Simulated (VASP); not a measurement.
Write the native input for VASP 6.6.1 that does the following.

```
Task                   : single point
Functional             : PBEsol
Potentials or basis    : VASP PAW PBE potentials, release 64 (Ti_sv, O)
Cutoff                 : 520 eV
k mesh                 : 24 × 24 × 12
Occupations            : gaussian, width 0.1 eV
Spin                   : no spin polarisation
Dipole correction      : no
Further INCAR settings : ALGO = Normal; EDIFF = 1e-07; NBANDS = 22
```

The structure of Ti2O lies in POSCAR:

```
Ti2O
1.0
    2.9381872182      0.0000000000      0.0000000000
   -1.4690936091      2.5445447720      0.0000000000
    0.0000000000      0.0000000000      4.8182083331
Ti O
2 1
Direct
    0.6666666665      0.3333333335      0.2637730983
    0.3333333335      0.6666666665      0.7362269017
    0.0000000000      0.0000000000      0.0000000000
```

This cell differs from its parent crystal: uniaxial strain along c: +2.0 %.

The input as run:

INCAR

```
SYSTEM = Ti2O
ALGO = Normal
EDIFF = 1E-7
ENCUT = 520
GGA = PS
ISIF = 2
ISMEAR = 0
LASPH = .TRUE.
LCHARG = .TRUE.
LELF = .TRUE.
LREAL = .FALSE.
LVHAR = .TRUE.
LWAVE = .FALSE.
NBANDS = 22
NELM = 80
PREC = Accurate
SIGMA = 0.1
```

KPOINTS

```
k-points
0
G
  24 24 12
  0 0 0
```

Potentials or basis: VASP PAW PBE potentials, release 64 (Ti_sv, O).

Command:

```sh
$ cat potpaw_PBE.64/Ti_sv/POTCAR potpaw_PBE.64/O/POTCAR > POTCAR
$ mpirun -np 1 vasp_std > vasp.out
```

Results of the run:

```json
{
 "Pressure": "-1.7 GPa",
 "Largest force": "0.102 eV/Å",
 "Band gap on the k mesh": "zero (bands 15 and 16 overlap by 0.85 eV)"
}
```

Caveat: the cell differs from its parent crystal (uniaxial strain along c: +2.0 %); the PAW data sets were made with another functional, which shifts forces and pressure a little.

It took 7.5 min on 1 thread of AMD EPYC 7R13 Processor (Zen 3) (shared host), peak memory 0.5 GiB.
